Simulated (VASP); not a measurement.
Here is a VASP 6.6.1 calculation.

File INCAR:

```
SYSTEM = In
PREC = Accurate ; ENCUT = 520
EDIFF = 1E-6 ; ISMEAR = -1
SIGMA = 0.06122561905347299 ; LREAL = .False.
LASPH = .True. ; NELM = 80
ALGO = Normal ; ISIF = 2
LWAVE = .False. ; LCHARG = .False.
GGA = PE ; NBANDS = 12
```

The input KPOINTS:

```
Automatic mesh
0
Gamma
  20 20 20
  0 0 0
```

File POSCAR:

```
In
1.0
   -1.8818161866      1.8818161866      1.8818161866
    1.8818161866     -1.8818161866      1.8818161866
    1.8818161866      1.8818161866     -1.8818161866
In
1
Direct
    0.0000000000      0.0000000000      0.0000000000
```

Potentials or basis: VASP PAW PBE potentials, release 64 (In_d).

Run with:

```bash
$ cat potpaw_PBE.64/In_d/POTCAR > POTCAR
$ mpirun -np 1 vasp_std > vasp.out
```

Q: Predict the pressure.

A: 1.5 GPa.

Q: Predict the band gap on the k mesh.

A: Zero (an odd number of electrons rules out a gap without spin polarisation).

Caveat: spin-orbit coupling is left out, which moves the levels of the heavy elements.
